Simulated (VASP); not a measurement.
Here is a VASP 6.6.1 calculation.

Contents of INCAR:

```
SYSTEM = Zn
PREC = Accurate ; ENCUT = 520
EDIFF = 1E-6 ; ISMEAR = -1
SIGMA = 0.05 ; LREAL = .False.
LASPH = .True. ; NELM = 80
ALGO = Normal ; ISIF = 2
LWAVE = .False. ; LCHARG = .False.
GGA = PE ; NBANDS = 19
```

Contents of KPOINTS:

```
Automatic mesh
0
Gamma
  13 13 6
  0 0 0
```

POSCAR

```
Zn
1.0
    2.6700000000      0.0000000000      0.0000000000
   -1.3350000000      2.3122878281      0.0000000000
    0.0000000000      0.0000000000      4.9660000000
Zn
2
Direct
    0.1933333333      0.5966666667      0.1450000000
    0.8066666667      0.4033333333      0.8550000000
```

Potentials or basis: VASP PAW PBE potentials, release 64 (Zn).

The run is started by

```sh
$ cat potpaw_PBE.64/Zn/POTCAR > POTCAR
$ mpirun -np 1 vasp_std > vasp.out
```

(1) Estimate the pressure.

(2) Estimate the largest force.

(3) What does it give for the band gap on the k mesh?

## Answers

(1) 73.5 GPa.

(2) 21.188 eV/Å.

(3) zero (bands 12 and 13 overlap by 2.85 eV).

Caveat: the cell differs from its parent crystal (shortest bond scaled by 0.58); atoms lie so close that the PAW spheres overlap strongly, which falsifies energies and pressures; the stress differs along the axes, from 30 to 137 GPa; forces of over 1 eV/Å act on the atoms, so gaps and moduli don't describe the material at rest.
